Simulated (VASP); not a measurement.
# AlN (F-43m) in VASP: notebook

AlN is run at these levels: B3LYP; tasks: single point.

Everything below comes from runs of VASP 6.6.1. Logs are shortened: lines on timing, memory, paths and dates and some standing lists are left out, and cuts for length are marked.

### 1 The cell of the first run

It takes space group F-43m (No. 216, cubic). Conventional cell: a = 4.309 Å, b = 4.309 Å, c = 4.309 Å, α = 90.00°, β = 90.00°, γ = 90.00°. Within 2.5 Å of Al (site symmetry -43m) lie 4 N at 1.87 Å. N (site symmetry -43m) has 4 Al at 1.87 Å within 2.5 Å.

### 2 Single point, B3LYP

POSCAR reads:

```
AlN
1.0
    0.0000000000      2.1544765148      2.1544765148
    2.1544765148      0.0000000000      2.1544765148
    2.1544765148      2.1544765148      0.0000000000
Al N
1 1
Direct
    0.0000000000      0.0000000000      0.0000000000
    0.2500000000      0.2500000000      0.2500000000
```

INCAR.step1 reads:

```
  ALGO = Normal
  EDIFF = 1E-5
  ENCUT = 520
  GGA = PE
  ISIF = 2
  ISMEAR = -1
  LASPH = True
  LCHARG = False
  LREAL = False
  LWAVE = True
  NBANDS = 11
  NELM = 100
  PREC = Accurate
  SIGMA = 0.05
```

INCAR.step2 reads:

```
  AEXX = 0.2
  AGGAC = 0.81
  AGGAX = 0.72
  ALDAC = 0.19
  ALGO = Normal
  EDIFF = 1E-6
  ENCUT = 520
  GGA = B3
  ISIF = 2
  ISMEAR = -1
  ISTART = 1
  LASPH = True
  LCHARG = False
  LHFCALC = True
  LREAL = False
  LWAVE = False
  NBANDS = 11
  NELM = 100
  PREC = Accurate
  PRECFOCK = Normal
  SIGMA = 0.05
```

KPOINTS reads:

```
k-points
0
Gamma
  5 5 5
```

Potentials or basis: VASP PAW PBE potentials, release 64 (Al, N).

Command:

```sh
$ cat potpaw_PBE.64/Al/POTCAR potpaw_PBE.64/N/POTCAR > POTCAR
$ cp INCAR.step1 INCAR
$ mpirun -np 1 vasp_std > vasp.out
$ cp INCAR.step2 INCAR
$ mpirun -np 1 vasp_std > vasp.out
```

OUTCAR:

```text
AEXX = 0.2
   EDIFF = 1E-6
   ENCUT = 520
   GGA = B3
   ISIF = 2
   ISMEAR = -1
   ISTART = 1
   LASPH = True
   LHFCALC = True
   LREAL = False
   NELM = 100
   PREC = Accurate
   PRECFOCK = Normal

 ion  position               nearest neighbor table
   1  0.000  0.000  0.000-   2 1.87   2 1.87   2 1.87   2 1.87
   2  0.250  0.250  0.250-   1 1.87   1 1.87   1 1.87   1 1.87

  LATTYP: Found a face centered cubic cell.
 ALAT       =     4.3089530296

  Lattice vectors:

 A1 = (   0.0000000000,   2.1544765148,   2.1544765148)
 A2 = (   2.1544765148,   0.0000000000,   2.1544765148)
 A3 = (   2.1544765148,   2.1544765148,   0.0000000000)

Analysis of symmetry for initial positions (statically):
=====================================================================
 Subroutine PRICEL returns:
 Original cell was already a primitive cell.

 Routine SETGRP: Setting up the symmetry group for a
 face centered cubic supercell.

 Subroutine GETGRP returns: Found 24 space group operations
 (whereof 24 operations were pure point group operations)
 out of a pool of 48 trial point group operations.

The static configuration has the point symmetry T_d .

Analysis of symmetry for dynamics (positions and initial velocities):
=====================================================================
 Subroutine PRICEL returns:
 Original cell was already a primitive cell.

 Routine SETGRP: Setting up the symmetry group for a
 face centered cubic supercell.

 Subroutine GETGRP returns: Found 24 space group operations
 (whereof 24 operations were pure point group operations)
 out of a pool of 48 trial point group operations.

The dynamic configuration has the point symmetry T_d .

 Subroutine INISYM returns: Found 24 space group operations
 (whereof 24 operations are pure point group operations),
 and found     1 'primitive' translations

----------------------------------------------------------------------------------------

                                     Primitive cell

  volume of cell :      20.0012

  direct lattice vectors                    reciprocal lattice vectors
     0.000000000  2.154476515  2.154476515    -0.232074936  0.232074936  0.232074936
     2.154476515  0.000000000  2.154476515     0.232074936 -0.232074936  0.232074936
     2.154476515  2.154476515  0.000000000     0.232074936  0.232074936 -0.232074936

  length of vectors
     3.046889907  3.046889907  3.046889907     0.401965581  0.401965581  0.401965581

  position of ions in fractional coordinates (direct lattice)
     0.000000000  0.000000000  0.000000000
     0.250000000  0.250000000  0.250000000

  ion indices of the primitive-cell ions
   primitive index   ion index
                 1           1
                 2           2

----------------------------------------------------------------------------------------

 KPOINTS: k-points

Automatic generation of k-mesh.
 Grid dimensions read from file:
 generate k-points for:    5    5    5

 Generating k-lattice:

  Cartesian coordinates                     Fractional coordinates (reciprocal lattice)
    -0.046414987  0.046414987  0.046414987     0.200000000  0.000000000  0.000000000
     0.046414987 -0.046414987  0.046414987     0.000000000  0.200000000  0.000000000
     0.046414987  0.046414987 -0.046414987     0.000000000  0.000000000  0.200000000

  Length of vectors
     0.080393116  0.080393116  0.080393116

  Shift w.r.t. Gamma in fractional coordinates (k-lattice)
     0.000000000  0.000000000  0.000000000

 Subroutine IBZKPT returns following result:
 ===========================================

 Found     10 irreducible k-points:

 Following reciprocal coordinates:
            Coordinates               Weight
  0.000000  0.000000  0.000000      1.000000
  0.200000  0.000000  0.000000      8.000000
  0.400000  0.000000  0.000000      8.000000
  0.200000  0.200000  0.000000      6.000000
  0.400000  0.200000  0.000000     24.000000
 -0.400000  0.200000  0.000000     24.000000
 -0.200000  0.200000  0.000000     12.000000
  0.400000  0.400000  0.000000      6.000000
 -0.400000  0.400000  0.000000     12.000000
 -0.400000  0.400000  0.200000     24.000000
   k-points           NKPTS =     10   k-points in BZ     NKDIM =    125   number of bands    NBANDS=     11
   number of dos      NEDOS =    301   number of ions     NIONS =      2
   total plane-waves  NPLWV =  13824
   dimension x,y,z NGX =    24 NGY =   24 NGZ =   24
   dimension x,y,z NGXF=    48 NGYF=   48 NGZF=   48
   ions per type =               1   1
   NGX,Y,Z   is equivalent  to a cutoff of  13.10, 13.10, 13.10 a.u.
   NGXF,Y,Z  is equivalent  to a cutoff of  26.19, 26.19, 26.19 a.u.
 SYSTEM =  unknown system
   PREC   = accura    normal or accurate (medium, high low for compatibility)
   ISTART =      1    job   : 0-new  1-cont  2-samecut
   ICHARG =      0    charge: 1-file 2-atom 10-const
   ISPIN  =      1    spin polarized calculation?
   LNONCOLLINEAR =      F non collinear calculations
   LSORBIT =      F    spin-orbit coupling
   LASPH  =      T    aspherical Exc in radial PAW
   ENCUT  =  520.0 eV  38.22 Ry    6.18 a.u.   5.67  5.67  5.67*2*pi/ulx,y,z
   NELM   =    100;   NELMIN=  2; NELMDL=  0     # of ELM steps
   EDIFF  = 0.1E-05   stopping-criterion for ELM
   LREAL  =      F    real-space projection
   EDIFFG = 0.1E-04   stopping-criterion for IOM
   NSW    =      0    number of steps for IOM
   IBRION =     -1    ionic relax: 0-MD 1-quasi-New 2-CG
   NFREE  =      0    steps in history (QN), initial steepest desc. (CG)
   ISIF   =      2    stress and relaxation
   ISYM   =      3    0-nonsym 1-usesym 2-fastsym
   POTIM  = 0.5000    time-step for ionic-motion
   TEBEG  =    0.0;   TEEND  =   0.0 temperature during run
   PSTRESS=    0.0 pullay stress
   NELECT =       8.0000    total number of electrons
   NUPDOWN=      -1.0000    fix difference up-down
   EMIN   =  10.00;   EMAX   =-10.00  energy-range for DOS
   EFERMI =   0.00;   METHOD = LEGACY
   ISMEAR =    -1;   SIGMA  =   0.05  broadening in eV -4-tet -1-fermi 0-gaus
   EFERMI_NEDOS =   21; number of points for ismear=-14 and -15
   IALGO  =     38    algorithm
   IMIX   =      1    mixing-type and parameters
     AMIX     =   0.40;   BMIX     =  1.00
     AMIX_MAG =   1.60;   BMIX_MAG =  1.00
  volume/ion in A,a.u.               =      10.00        67.49
  Fermi-wavevector in a.u.,A,eV,Ry     =   1.206201  2.279390 19.795404  1.454921
  Thomas-Fermi vector in A             =   2.341875
   LORBIT       =      0    0 simple, 1 ext, 2 COOP (PROOUT), +10 PAW based schemes
   GGA     = B3    functional components
   LHFCALC =     T    Hartree Fock is set to
   PRECFOCK=normal    Normal, Fast or Accurate (Low or Medium for compatibility)
   ENCUT4O =  -1.0   cutoff for four orbital integrals eV
   NKREDX  =     1    reduce k-point grid by
   NKREDY  =     1    reduce k-point grid by
   NKREDZ  =     1    reduce k-point grid by
   AEXX    =    0.2000 exact exchange contribution
   HFSCREEN=    0.0000 screening length (either q_TF or 0.3 A-1)
   HFSCREENC=   0.0000 screening length for correlation (either q_TF or 0.3 A-1)
   ENCUTFOCK=  -1.0 apply spherical cutoff to Coloumb kernel
   IVDW    =     0    specifies the selected vdW correction
   LEPSILON=     F    determine dielectric tensor
   LRPA    =     F    only Hartree local field effects (RPA)
 non-spin polarized calculation
  energy-cutoff  :      520.00
  volume of cell :       20.00
 maximum number of plane-waves:       547
  NGX = 18; NGY = 18; NGZ = 18

 number of electron       7.9999998 magnetization

 Free energy of the ion-electron system (eV)
  ---------------------------------------------------
  ext. energy  EPLUGINS =         0.00000000
  ---------------------------------------------------
  free energy    TOTEN  =       -16.82506783 eV

  energy without entropy =      -16.82506783  energy(sigma->0) =      -16.82506783

 E-fermi :   6.6161     XC(G=0):  -8.8079

 val. band max:        5.4861224978   @ k =   0.0000   0.0000   0.0000
 cond. band min:      11.4194144219   @ k =   0.4000   0.4000   0.0000
 fundamental gap:      5.9332919241
 Fermi energy:         6.6160809728

 k-point     1 :       0.0000    0.0000    0.0000
  band No.  band energies     occupation
      1     -10.8402      2.00000
      2       5.4861      2.00000
      3       5.4861      2.00000
      4       5.4861      2.00000
      5      12.0862      0.00000
      6      20.5312      0.00000
      7      20.5312      0.00000
      8      20.5312      0.00000
      9      25.8154      0.00000
     10      25.8154      0.00000
     11      27.4291      0.00000

 k-point     2 :       0.2000    0.0000    0.0000
  band No.  band energies     occupation
      1     -10.2206      2.00000
      2       2.9618      2.00000
      3       5.2894      2.00000
      4       5.2894      2.00000
      5      13.8846      0.00000
      6      19.3869      0.00000
      7      20.6020      0.00000
      8      20.6020      0.00000
      9      23.9745      0.00000
     10      23.9745      0.00000
     11      25.7371      0.00000

 k-point     3 :       0.4000    0.0000    0.0000
  band No.  band energies     occupation
      1      -8.8846      2.00000
      2      -0.2743      2.00000
      3       5.0045      2.00000
      4       5.0045      2.00000
      5      15.1718      0.00000
      6      18.1804      0.00000
      7      19.2188      0.00000
      8      19.2188      0.00000
      9      26.0981      0.00000
     10      27.1609      0.00000
     11      27.1609      0.00000
[... 71 lines left out ...]
 k-point     9 :      -0.4000    0.4000    0.0000
  band No.  band energies     occupation
      1      -7.8631      2.00000
      2       0.6397      2.00000
      3       2.0619      2.00000
      4       3.8375      2.00000
      5      12.2038      0.00000
      6      17.6569      0.00000
      7      21.7619      0.00000
      8      22.8873      0.00000
      9      23.5168      0.00000
     10      29.2757      0.00000
     11      33.4121      0.00000

 k-point    10 :      -0.4000    0.4000    0.2000
  band No.  band energies     occupation
      1      -8.0571      2.00000
      2       0.8063      2.00000
      3       2.3147      2.00000
      4       3.4798      2.00000
      5      13.7737      0.00000
      6      18.7040      0.00000
      7      19.3979      0.00000
      8      21.6778      0.00000
      9      24.9697      0.00000
     10      27.6115      0.00000
     11      33.5009      0.00000

------------------------ aborting loop because EDIFF is reached ----------------------------------------

  FORCE on cell =-STRESS in cart. coord.  units (eV):
  Direction    XX          YY          ZZ          XY          YZ          ZX
  --------------------------------------------------------------------------------------
  -------------------------------------------------------------------------------------
  Total        1.5796675      1.5796675      1.5796675      0.0000000      0.0000000      0.0000000
  in kB      126.5380052    126.5380052    126.5380052      0.0000000      0.0000000      0.0000000
  external PRESSURE =     126.5380052 kB  Pullay stress =       0.0000000 kB

 VOLUME and BASIS-vectors are now :
 -----------------------------------------------------------------------------
  energy-cutoff  :      520.00
  volume of cell :       20.00
      direct lattice vectors                 reciprocal lattice vectors
     0.000000000  2.154476515  2.154476515    -0.232074936  0.232074936  0.232074936
     2.154476515  0.000000000  2.154476515     0.232074936 -0.232074936  0.232074936
     2.154476515  2.154476515  0.000000000     0.232074936  0.232074936 -0.232074936

 POSITION                                       TOTAL-FORCE (eV/Angst)
 -----------------------------------------------------------------------------------
      0.00000      0.00000      0.00000         0.000000      0.000000      0.000000
      1.07724      1.07724      1.07724        -0.000000     -0.000000     -0.000000
 -----------------------------------------------------------------------------------
    total drift:                                0.000000      0.000000     -0.000000

  FREE ENERGIE OF THE ION-ELECTRON SYSTEM (eV)
  ---------------------------------------------------
  free  energy   TOTEN  =       -16.8250678303 eV

  energy  without entropy=      -16.8250678302  energy(sigma->0) =      -16.82506783
```

Wall time 4.4 min (1 thread of Intel Xeon 8259CL, shared host); peak memory 0.14 GiB.

What came out:

```
Free energy            : -16.8251 eV
Pressure               : 12.7 GPa
Band gap on the k mesh : 5.93 eV (least direct gap 6.60 eV)
```

Levels at points of the mesh, in eV from the valence-band top:
| k point | band 1 | band 2 | band 3 | band 4 | band 5 | band 6 | band 7 | band 8 |
| --- | --- | --- | --- | --- | --- | --- | --- | --- |
| (0.00, 0.00, 0.00) | -16.33 | 0.00 | 0.00 | 0.00 | 6.60 | 15.05 | 15.05 | 15.05 |

Caveat: the k points lie up to 0.51 Å⁻¹ apart; the PAW data sets were made with another functional, which shifts forces and pressure a little; an odd mesh through Γ misses points on the zone boundary, where band edges can lie.

(Continued in part 2 of 2.)
